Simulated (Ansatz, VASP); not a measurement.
**GaSb3: VASP beside Ansatz**

Contents of INCAR:

```
  PREC = Accurate
  ENCUT = 520
  EDIFF = 1E-7
  ISMEAR = -1
  SIGMA = 0.05
  LREAL = F
  LASPH = T
  NELM = 80
  ALGO = Normal
  ISIF = 2
  LWAVE = F
  LCHARG = F
  GGA = CA
  NBANDS = 22
```

The input KPOINTS:

```
Automatic mesh
0
Gamma
  6 6 6
```

POSCAR

```
GaSb3
1.0
    0.0000000000      3.7796874061      3.7796874061
    3.7796874061      0.0000000000      3.7796874061
    3.7796874061      3.7796874061      0.0000000000
Sb Ga
3 1
Direct
    0.5000000000      0.5000000000      0.5000000000
    0.7500000000      0.7500000000      0.7500000000
    0.2500000000      0.2500000000      0.2500000000
    0.0000000000      0.0000000000      0.0000000000
```

File input.yaml:

```yaml
crystal:
  lattice:
    - [0.0, 3.7796874061, 3.7796874061]
    - [3.7796874061, 0.0, 3.7796874061]
    - [3.7796874061, 3.7796874061, 0.0]
  atoms:
    - { symbol: Sb, position: [0.5, 0.5, 0.5] }
    - { symbol: Sb, position: [0.75, 0.75, 0.75] }
    - { symbol: Sb, position: [0.25, 0.25, 0.25] }
    - { symbol: Ga, position: [0.0, 0.0, 0.0] }
kpoints:
  mp_grid: { grid: [6, 6, 6] }
scf:
  occupations: { method: fermi_dirac, width: 0.05 }
hamiltonian:
  xc: lda
  pseudopotentials: { kind: all_electron, lapw: { basis_error: 0.002 } }
output:
  forces: true
  stress: true
  eigenvalues: true
```

Change from the starting cell: volume scaled by 1.04.

Alike in both runs: task single point; functional LDA; k mesh 6 × 6 × 6; occupations fermi-dirac, width 0.05 eV; no spin polarisation.

|  | VASP | Ansatz |
| --- | --- | --- |
| version | VASP 6.6.1 | Ansatz 0.2.0 |
| potentials or method | VASP PAW LDA potentials, release 64 (Sb, Ga_d), cutoff 520 eV | all-electron LAPW, scalar-relativistic |

|  | VASP | Ansatz | Ansatz less VASP |
| --- | --- | --- | --- |
| gap on the k mesh at the Fermi level (eV) | none | none | - |
| pressure (GPa) | -6.0 | -6.0 | -0.01 |

LDA's correlation is that of Perdew and Zunger in VASP and of Perdew and Wang (1992) in Ansatz. A gap of «none» marks a metal or a gap that the smearing closes. Ansatz ran all-electron here, and VASP with PAW potentials.

Spin-orbit coupling is off throughout.
